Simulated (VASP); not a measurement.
Write the native input for VASP 6.6.1 that does the following.

| Item | Value |
| --- | --- |
| Task | single point |
| Functional | PBE |
| Potentials or basis | VASP PAW PBE potentials, release 64 (Ti_sv, Al) |
| Cutoff | 520 eV |
| k mesh | 18 × 18 × 10 |
| Occupations | gaussian, width 0.15 eV |
| Spin | no spin polarisation |
| Dipole correction | no |
| Further INCAR settings | ALGO = Fast; EDIFF = 1e-06; NBANDS = 14 |

The structure of TiAl lies in POSCAR:

```
TiAl
1.0
    2.8090839194      0.0000000000      0.0000000000
   -1.4045419597      2.4327380356      0.0000000000
    0.0000000000      0.0000000000      4.5323683938
Ti Al
1 1
Direct
    0.0000000000      0.0000000000      0.0150359751
    0.3333333333      0.6666666667      0.4733252045
```

This cell differs from its parent crystal: atoms displaced along a vibrational mode, the cell strained.

One way to write it, as run:

INCAR

```
  PREC = Accurate
  ENCUT = 520
  EDIFF = 1E-6
  ISMEAR = 0
  SIGMA = 0.15
  LREAL = False
  LASPH = True
  NELM = 80
  ALGO = Fast
  ISIF = 2
  LWAVE = False
  LCHARG = False
  GGA = PE
  NBANDS = 14
```

KPOINTS

```
Automatic mesh
0
Gamma
  18 18 10
```

Potentials or basis: VASP PAW PBE potentials, release 64 (Ti_sv, Al).

Command:

```sh
$ cat potpaw_PBE.64/Ti_sv/POTCAR potpaw_PBE.64/Al/POTCAR > POTCAR
$ mpirun -np 1 vasp_std > vasp.out
```

It gave:

| Item | Value |
| --- | --- |
| Pressure | 11.3 GPa |
| Largest force | 1.778 eV/Å |
| Band gap on the k mesh | zero (an odd number of electrons rules out a gap without spin polarisation) |

Caveat: the cell differs from its parent crystal (atoms displaced along a vibrational mode, the cell strained); the cell stands under pressure; forces of over 1 eV/Å act on the atoms, so gaps and moduli don't describe the material at rest.

Run time: 3.1 min on 1 thread of AMD EPYC 9R45 96-Core Processor (Zen 5), with other jobs on the host, peak memory 0.24 GiB.
